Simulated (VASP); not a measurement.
# Sn (Fd-3m) in VASP: notebook

Runs on Sn. Level: PBE. Tasks: single point.

Program: VASP 6.6.1. These are calculated values, not measurements. Logs are shortened: lines on timing, memory, paths and dates and some standing lists are left out, and cuts for length are marked.

### Step 1. The cell of the first run

It takes space group Fd-3m (No. 227, cubic). Conventional cell: a = 6.423 Å, b = 6.423 Å, c = 6.423 Å, α = 90.00°, β = 90.00°, γ = 90.00°. Within 3.7 Å of Sn (site symmetry -43m) lie 4 Sn at 2.78 Å.

### Step 2. Single point, PBE

INCAR

```
SYSTEM = Sn
  PREC = Accurate
  ENCUT = 520
  EDIFF = 1E-6
  ISMEAR = -1
  SIGMA = 0.15
  LREAL = .FALSE.
  LASPH = .TRUE.
  NELM = 80
  ALGO = Normal
  ISIF = 2
  LWAVE = .FALSE.
  LCHARG = .FALSE.
  GGA = PE
  NBANDS = 21
```

KPOINTS

```
regular mesh
0
G
  6 6 6
  0 0 0
```

POSCAR

```
Sn
1.0
    0.0000000000      3.2116420575      3.2116420575
    3.2116420575      0.0000000000      3.2116420575
    3.2116420575      3.2116420575      0.0000000000
Sn
2
Direct
    0.0000000000      0.0000000000      0.0000000000
    0.2500000000      0.2500000000      0.2500000000
```

Potentials or basis: VASP PAW PBE potentials, release 64 (Sn_d).

Run with:

```console
$ cat potpaw_PBE.64/Sn_d/POTCAR > POTCAR
$ mpirun -np 1 vasp_std > vasp.out
```

OUTCAR:

```text
SYSTEM = Sn
   PREC = Accurate
   ENCUT = 520
   EDIFF = 1E-6
   ISMEAR = -1
   LREAL = .FALSE.
   LASPH = .TRUE.
   NELM = 80
   ISIF = 2
   GGA = PE

 ion  position               nearest neighbor table
   1  0.000  0.000  0.000-   2 2.78   2 2.78   2 2.78   2 2.78
   2  0.250  0.250  0.250-   1 2.78   1 2.78   1 2.78   1 2.78

  LATTYP: Found a face centered cubic cell.
 ALAT       =     6.4232841150

  Lattice vectors:

 A1 = (   0.0000000000,   3.2116420575,   3.2116420575)
 A2 = (   3.2116420575,   0.0000000000,   3.2116420575)
 A3 = (   3.2116420575,   3.2116420575,   0.0000000000)

Analysis of symmetry for initial positions (statically):
=====================================================================
 Subroutine PRICEL returns:
 Original cell was already a primitive cell.

 Routine SETGRP: Setting up the symmetry group for a
 face centered cubic supercell.

 Subroutine GETGRP returns: Found 48 space group operations
 (whereof 24 operations were pure point group operations)
 out of a pool of 48 trial point group operations.

The static configuration has the point symmetry T_d .
 The point group associated with its full space group is O_h .

Analysis of symmetry for dynamics (positions and initial velocities):
=====================================================================
 Subroutine PRICEL returns:
 Original cell was already a primitive cell.

 Routine SETGRP: Setting up the symmetry group for a
 face centered cubic supercell.

 Subroutine GETGRP returns: Found 48 space group operations
 (whereof 24 operations were pure point group operations)
 out of a pool of 48 trial point group operations.

The dynamic configuration has the point symmetry T_d .
 The point group associated with its full space group is O_h .

 Subroutine INISYM returns: Found 48 space group operations
 (whereof 24 operations are pure point group operations),
 and found     1 'primitive' translations

----------------------------------------------------------------------------------------

                                     Primitive cell

  volume of cell :      66.2539

  direct lattice vectors                    reciprocal lattice vectors
     0.000000000  3.211642058  3.211642058    -0.155683601  0.155683601  0.155683601
     3.211642058  0.000000000  3.211642058     0.155683601 -0.155683601  0.155683601
[... 69 lines left out ...]
   ICHARG =      2    charge: 1-file 2-atom 10-const
   ISPIN  =      1    spin polarized calculation?
   LNONCOLLINEAR =      F non collinear calculations
   LSORBIT =      F    spin-orbit coupling
   LASPH  =      T    aspherical Exc in radial PAW
   ENCUT  =  520.0 eV  38.22 Ry    6.18 a.u.   8.45  8.45  8.45*2*pi/ulx,y,z
   NELM   =     80;   NELMIN=  2; NELMDL= -5     # of ELM steps
   EDIFF  = 0.1E-05   stopping-criterion for ELM
   LREAL  =      F    real-space projection
   EDIFFG = 0.1E-04   stopping-criterion for IOM
   NSW    =      0    number of steps for IOM
   IBRION =     -1    ionic relax: 0-MD 1-quasi-New 2-CG
   NFREE  =      0    steps in history (QN), initial steepest desc. (CG)
   ISIF   =      2    stress and relaxation
   ISYM   =      2    0-nonsym 1-usesym 2-fastsym
   POTIM  = 0.5000    time-step for ionic-motion
   TEBEG  =    0.0;   TEEND  =   0.0 temperature during run
   PSTRESS=    0.0 pullay stress
   NELECT =      28.0000    total number of electrons
   NUPDOWN=      -1.0000    fix difference up-down
   EMIN   =  10.00;   EMAX   =-10.00  energy-range for DOS
   EFERMI =   0.00;   METHOD = LEGACY
   ISMEAR =    -1;   SIGMA  =   0.15  broadening in eV -4-tet -1-fermi 0-gaus
   EFERMI_NEDOS =   21; number of points for ismear=-14 and -15
   IALGO  =     38    algorithm
   IMIX   =      4    mixing-type and parameters
     AMIX     =   0.40;   BMIX     =  1.00
     AMIX_MAG =   1.60;   BMIX_MAG =  1.00
  volume/ion in A,a.u.               =      33.13       223.55
  Fermi-wavevector in a.u.,A,eV,Ry     =   1.228543  2.321610 20.535518  1.509318
  Thomas-Fermi vector in A             =   2.363464
   LORBIT       =      0    0 simple, 1 ext, 2 COOP (PROOUT), +10 PAW based schemes
   GGA     = PE    functional components
   LHFCALC =     F    Hartree Fock is set to
   AEXX    =    0.0000 exact exchange contribution
   IVDW    =     0    specifies the selected vdW correction
   LEPSILON=     F    determine dielectric tensor
   LRPA    =     F    only Hartree local field effects (RPA)
 non-spin polarized calculation
  energy-cutoff  :      520.00
  volume of cell :       66.25
 maximum number of plane-waves:      1807
 NGX is ok and might be reduce to    36
   NGX = 17   NGY = 17   NGZ = 17

 number of electron      28.0000012 magnetization

 Free energy of the ion-electron system (eV)
  ---------------------------------------------------
  ext. energy  EPLUGINS =         0.00000000
  ---------------------------------------------------
  free energy    TOTEN  =        -7.56459720 eV

  energy without entropy =       -7.54189398  energy(sigma->0) =       -7.55324559

 E-fermi :   5.9530     XC(G=0):  -9.0083

 val. band max:        5.6003313030   @ k =   0.1667   0.0000   0.0000
 cond. band min:       6.0337718701   @ k =   0.5000   0.0000   0.0000
 fundamental gap:      0.4334405671
 Fermi energy:         5.9530440064

 k-point     1 :       0.0000    0.0000    0.0000
  band No.  band energies     occupation
      1     -15.7672      2.00000
      2     -15.7672      2.00000
      3     -15.7672      2.00000
      4     -15.7033      2.00000
      5     -15.7033      2.00000
      6     -15.3681      2.00000
[... 373 lines left out ...]
     20      15.2330      0.00000
     21      16.3679      0.00000

------------------------ aborting loop because EDIFF is reached ----------------------------------------

  FORCE on cell =-STRESS in cart. coord.  units (eV):
  Direction    XX          YY          ZZ          XY          YZ          ZX
  --------------------------------------------------------------------------------------
  -------------------------------------------------------------------------------------
  Total        2.0816158      2.0816158      2.0816158      0.0000000      0.0000000     -0.0000000
  in kB       50.3384412     50.3384412     50.3384412      0.0000000      0.0000000     -0.0000000
  external PRESSURE =      50.3384412 kB  Pullay stress =       0.0000000 kB

 VOLUME and BASIS-vectors are now :
 -----------------------------------------------------------------------------
  energy-cutoff  :      520.00
  volume of cell :       66.25
      direct lattice vectors                 reciprocal lattice vectors
     0.000000000  3.211642058  3.211642058    -0.155683601  0.155683601  0.155683601
     3.211642058  0.000000000  3.211642058     0.155683601 -0.155683601  0.155683601
     3.211642058  3.211642058  0.000000000     0.155683601  0.155683601 -0.155683601

 POSITION                                       TOTAL-FORCE (eV/Angst)
 -----------------------------------------------------------------------------------
      0.00000      0.00000      0.00000        -0.000000     -0.000000     -0.000000
      1.60582      1.60582      1.60582         0.000000      0.000000      0.000000
 -----------------------------------------------------------------------------------
    total drift:                                0.000000      0.000000      0.000000

  FREE ENERGIE OF THE ION-ELECTRON SYSTEM (eV)
  ---------------------------------------------------
  free  energy   TOTEN  =        -7.5645971970 eV

  energy  without entropy=       -7.5418939843  energy(sigma->0) =       -7.55324559
```

Wall time 17 s (1 thread of Intel Xeon 6975P-C, shared host); peak memory 0.2 GiB.

Results:

- Free energy: -7.5646 eV
- Pressure: 5.0 GPa
- Band gap on the k mesh: zero (band 14 reaches 6.06 eV, above the bottom of band 15 at 6.03 eV)

Caveat: spin-orbit coupling is left out, which moves the levels of the heavy elements.

### Step 3. Single point, PBE

This run uses another cell than the first one, of 33.80 Å³/atom, 1.020 times its volume.

INCAR

```
SYSTEM = Sn
ALGO     = Normal         ! electronic algorithm
EDIFF    = 1E-7           ! SCF threshold, eV
ENCUT    = 520            ! plane-wave cutoff, eV
GGA      = PE             ! functional
ISIF     = 2              ! what is computed and relaxed
ISMEAR   = -1             ! smearing method
LASPH    = .TRUE.         ! aspherical terms in the spheres
LCHARG   = .TRUE.         ! write CHGCAR
LELF     = .TRUE.         ! ELF
LREAL    = .FALSE.        ! projectors in reciprocal space
LVHAR    = .TRUE.       
LWAVE    = .FALSE.        ! write WAVECAR
NBANDS   = 21             ! bands
NELM     = 80             ! most SCF steps
PREC     = Accurate       ! precision mode
SIGMA    = 0.15           ! smearing width, eV
```

KPOINTS

```
k-points
0
G
  6 6 6
  0 0 0
```

POSCAR

```
Sn
1.0
    0.0000000000      3.2333430000      3.2333430000
    3.2333430000      0.0000000000      3.2333430000
    3.2333430000      3.2333430000      0.0000000000
Sn
2
Direct
    0.0000000000      0.0000000000      0.0000000000
    0.2500000000      0.2500000000      0.2500000000
```

Potentials or basis: VASP PAW PBE potentials, release 64 (Sn_d).

Run with:

```console
$ cat potpaw_PBE.64/Sn_d/POTCAR > POTCAR
$ mpirun -np 1 vasp_std > vasp.out
```

It took 21 s on 1 thread of Intel Xeon 6975P-C, shared host; peak memory 0.2 GiB.

It converged, with:

- Free energy: -7.6027 eV
- Pressure: 3.9 GPa
- Band gap on the k mesh: zero (band 14 reaches 5.84 eV, above the bottom of band 15 at 5.77 eV)

Levels at points of the mesh, in eV from the Fermi level:
```tsv
k point	band 11	band 12	band 13	band 14	band 15	band 16	band 17	band 18
(0.00, 0.00, 0.00)	-10.64	-0.52	0.13	0.13	0.13	2.20	2.20	2.20
(0.50, 0.00, 0.00)	-8.99	-6.29	-1.10	-1.10	0.05	3.28	3.28	5.68
(0.50, 0.50, 0.00)	-7.51	-7.51	-2.46	-2.46	0.85	0.85	7.83	7.83
```

Caveat: spin-orbit coupling is left out, which moves the levels of the heavy elements.

### Step 4. Single point, PBE

This run uses another cell than the first one, of 34.48 Å³/atom, 1.041 times its volume.

INCAR

```
SYSTEM = Sn
PREC = Accurate ; ENCUT = 520
EDIFF = 1E-7 ; ISMEAR = -1
SIGMA = 0.15 ; LREAL = .FALSE.
LASPH = .TRUE. ; NELM = 80
ALGO = Normal ; ISIF = 2
LWAVE = .FALSE. ; LCHARG = .FALSE.
GGA = PE ; NBANDS = 21
```

KPOINTS

```
regular mesh
0
G
  6 6 6
  0 0 0
```

POSCAR

```
Sn
1.0
    0.0000000000      3.2547564916      3.2547564916
    3.2547564916      0.0000000000      3.2547564916
    3.2547564916      3.2547564916      0.0000000000
Sn
2
Direct
    0.0000000000      0.0000000000      0.0000000000
    0.2500000000      0.2500000000      0.2500000000
```

Run with:

```console
$ cat potpaw_PBE.64/Sn_d/POTCAR > POTCAR
$ mpirun -np 1 vasp_std > vasp.out
```

Wall time 18 s (1 thread of Intel Xeon 6975P-C, shared host); peak memory 0.2 GiB.

Results (log left out):

```yaml
Free_energy: -7.6319 eV
Pressure: 2.9 GPa
Band_gap_on_the_k_mesh: zero (band 14 reaches 5.63 eV, above the bottom of band 15 at 5.52 eV)
```

Levels at points of the mesh, in eV from the Fermi level:
| k point | band 11 | band 12 | band 13 | band 14 | band 15 | band 16 | band 17 | band 18 |
| --- | --- | --- | --- | --- | --- | --- | --- | --- |
| (0.00, 0.00, 0.00) | -10.49 | -0.65 | 0.14 | 0.14 | 0.14 | 2.21 | 2.21 | 2.21 |
| (0.50, 0.00, 0.00) | -8.89 | -6.21 | -1.05 | -1.05 | 0.03 | 3.28 | 3.28 | 5.71 |
| (0.50, 0.50, 0.00) | -7.43 | -7.43 | -2.38 | -2.38 | 0.89 | 0.89 | 7.72 | 7.72 |

Caveat: spin-orbit coupling is left out, which moves the levels of the heavy elements.

### Step 5. Single point, PBE

This run uses another cell than the first one, of 35.16 Å³/atom, 1.061 times its volume.

INCAR

```
SYSTEM = Sn
PREC = Accurate
ENCUT = 520
EDIFF = 1E-6
ISMEAR = -1
SIGMA = 0.15
LREAL = .FALSE.
LASPH = .TRUE.
NELM = 80
ALGO = Normal
ISIF = 2
LWAVE = .FALSE.
LCHARG = .FALSE.
GGA = PE
NBANDS = 21
```

KPOINTS

```
Automatic mesh
0
G
  6 6 6
  0 0 0
```

POSCAR

```
Sn
1.0
    0.0000000000      3.2758918662      3.2758918662
    3.2758918662      0.0000000000      3.2758918662
    3.2758918662      3.2758918662      0.0000000000
Sn
2
Direct
    0.0000000000      0.0000000000      0.0000000000
    0.2500000000      0.2500000000      0.2500000000
```

Run with:

```console
$ cat potpaw_PBE.64/Sn_d/POTCAR > POTCAR
$ mpirun -np 1 vasp_std > vasp.out
```

Wall time 20 s (1 thread of Intel Xeon 6975P-C, shared host); peak memory 0.2 GiB.

Results (log left out):

```yaml
Free_energy: -7.6531 eV
Pressure: 2.0 GPa
Band_gap_on_the_k_mesh: zero (band 14 reaches 5.43 eV, above the bottom of band 15 at 5.28 eV)
```

Levels at points of the mesh, in eV from the Fermi level:
| k point | band 11 | band 12 | band 13 | band 14 | band 15 | band 16 | band 17 | band 18 |
| --- | --- | --- | --- | --- | --- | --- | --- | --- |
| (0.00, 0.00, 0.00) | -10.35 | -0.77 | 0.15 | 0.15 | 0.15 | 2.22 | 2.22 | 2.22 |
| (0.50, 0.00, 0.00) | -8.79 | -6.13 | -1.01 | -1.01 | 0.00 | 3.28 | 3.28 | 5.73 |
| (0.50, 0.50, 0.00) | -7.35 | -7.35 | -2.31 | -2.31 | 0.92 | 0.92 | 7.61 | 7.61 |

Caveat: spin-orbit coupling is left out, which moves the levels of the heavy elements.

### Step 6. Single point, PBE

This run uses another cell than the first one, of 35.83 Å³/atom, 1.082 times its volume.

INCAR

```
PREC = Accurate
ENCUT = 520
EDIFF = 1E-6
ISMEAR = -1
SIGMA = 0.15
LREAL = False
LASPH = True
NELM = 60
ALGO = Normal
ISIF = 2
LWAVE = False
LCHARG = False
GGA = PE
NBANDS = 21
```

KPOINTS

```
regular mesh
0
Gamma
  6 6 6
```

POSCAR

```
Sn
1.0
    0.0000000000      3.2967579821      3.2967579821
    3.2967579821      0.0000000000      3.2967579821
    3.2967579821      3.2967579821      0.0000000000
Sn
2
Direct
    0.0000000000      0.0000000000      0.0000000000
    0.2500000000      0.2500000000      0.2500000000
```

Potentials or basis: VASP PAW PBE potentials, release 64 (Sn_d).

Run with:

```console
$ cat potpaw_PBE.64/Sn_d/POTCAR > POTCAR
$ mpirun -np 1 vasp_std > vasp.out
```

It took 19 s on 1 thread of Intel Xeon 6975P-C, shared host; peak memory 0.2 GiB.

It converged, with:

```yaml
Free_energy: -7.6670 eV
Pressure: 1.2 GPa
Band_gap_on_the_k_mesh: zero (band 14 reaches 5.24 eV, above the bottom of band 15 at 5.06 eV)
```

Levels at points of the mesh, in eV from the Fermi level:
```csv
k point,band 12,band 13,band 14,band 15,band 16,band 17
"(0.00, 0.00, 0.00)",-0.89,0.16,0.16,0.16,2.23,2.23
"(0.50, 0.00, 0.00)",-6.05,-0.97,-0.97,-0.02,3.28,3.28
"(0.50, 0.50, 0.00)",-7.28,-2.24,-2.24,0.95,0.95,7.50
```

Caveat: spin-orbit coupling is left out, which moves the levels of the heavy elements.

### Step 7. The runs side by side

| cell | gap on the mesh (eV) | pressure (GPa) |
| --- | --- | --- |
| a = 4.542 Å, angles 60.0°, 2 atoms | none | 5.0 |
| a = 4.573 Å, angles 60.0°, 2 atoms | none | 3.9 |
| a = 4.603 Å, angles 60.0°, 2 atoms | none | 2.9 |
| a = 4.633 Å, angles 60.0°, 2 atoms | none | 2.0 |
| a = 4.662 Å, angles 60.0°, 2 atoms | none | 1.2 |

Alike in all rows: task single point; level PBE; potentials or basis VASP PAW PBE potentials, release 64 (Sn_d); no spin polarisation; k mesh 6 × 6 × 6; cutoff (eV) 520; smearing fermi-dirac 0.15 eV.

Caveats: spin-orbit coupling is left out, which moves the levels of the heavy elements.

Total energies depend on the potentials used, so only differences within one code and one set of settings carry meaning.
